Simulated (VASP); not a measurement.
Set up this calculation in VASP 6.6.1, as the native input.

* Task: single point
* Functional: PBE
* Potentials or basis: VASP PAW PBE potentials, release 64 (Al)
* Cutoff: 520 eV
* k mesh: 18 × 18 × 18
* Occupations: gaussian, width 0.05 eV
* Spin: no spin polarisation
* Dipole correction: no
* Further INCAR settings: ALGO = Fast; EDIFF = 1e-06; NBANDS = 8

The structure of Al lies in POSCAR:

```
Al
1.0
    0.0000000000      2.0210619710      2.0210619710
    2.0210619710      0.0000000000      2.0210619710
    2.0210619710      2.0210619710      0.0000000000
Al
1
Direct
    0.0000000000      0.0000000000      0.0000000000
```

These files were run (other wordings do the same):

INCAR

```
SYSTEM = Al
  PREC = Accurate
  ENCUT = 520
  EDIFF = 1E-6
  ISMEAR = 0
  SIGMA = 0.05
  LREAL = .FALSE.
  LASPH = .TRUE.
  NELM = 100
  ALGO = Fast
  ISIF = 2
  LWAVE = .FALSE.
  LCHARG = .FALSE.
  GGA = PE
  NBANDS = 8
```

KPOINTS

```
Automatic mesh
0
G
  18 18 18
  0 0 0
```

Potentials or basis: VASP PAW PBE potentials, release 64 (Al).

Command:

```sh
$ cat potpaw_PBE.64/Al/POTCAR > POTCAR
$ mpirun -np 1 vasp_std > vasp.out
```

Results of the run:

```
Pressure : 0.0 GPa
```

It took 24 s on 1 thread of AMD EPYC 7R13, on a shared host, peak memory 0.14 GiB.
